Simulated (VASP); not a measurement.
Write the native input for VASP 6.6.1 that does the following.

```yaml
Task: single point
Functional: PBE
Potentials_or_basis: VASP PAW PBE potentials, release 64 (Ba_sv, S)
Cutoff: 520 eV
k_mesh: 6 × 6 × 6
Occupations: gaussian, width 0.01 eV
Spin: no spin polarisation
Dipole_correction: no
Further_INCAR_settings: ALGO = Normal; EDIFF = 1e-06; NBANDS = 15
```

The structure of BaS lies in POSCAR:

```
BaS
1.0
    3.9167435319      0.0000000000      0.0000000000
    0.0000000000      3.9167435319      0.0000000000
    0.0000000000      0.0000000000      3.9167435319
Ba S
1 1
Direct
    0.0000000000      0.0000000000      0.0000000000
    0.5000000000      0.5000000000      0.5000000000
```

This cell differs from its parent crystal: volume changed by +6%.

The input as run:

INCAR

```
  ALGO = Normal
  EDIFF = 1E-6
  ENCUT = 520
  GGA = PE
  ISIF = 2
  ISMEAR = 0
  LASPH = T
  LCHARG = T
  LELF = T
  LREAL = F
  LVHAR = T
  LWAVE = F
  NBANDS = 15
  NELM = 80
  PREC = Accurate
  SIGMA = 0.01
```

KPOINTS

```
k-points
0
Gamma
  6 6 6
```

Potentials or basis: VASP PAW PBE potentials, release 64 (Ba_sv, S).

Launch:

```sh
$ cat potpaw_PBE.64/Ba_sv/POTCAR potpaw_PBE.64/S/POTCAR > POTCAR
$ mpirun -np 1 vasp_std > vasp.out
```

It gave:

```
Pressure               : -1.6 GPa
Band gap on the k mesh : 1.53 eV, indirect (least direct gap 1.67 eV)
```

Caveat: spin-orbit coupling is left out, which moves the levels of the heavy elements.

Run time: 32 s on 1 thread of Intel Xeon 8259CL, with other jobs on the host, peak memory 0.17 GiB.
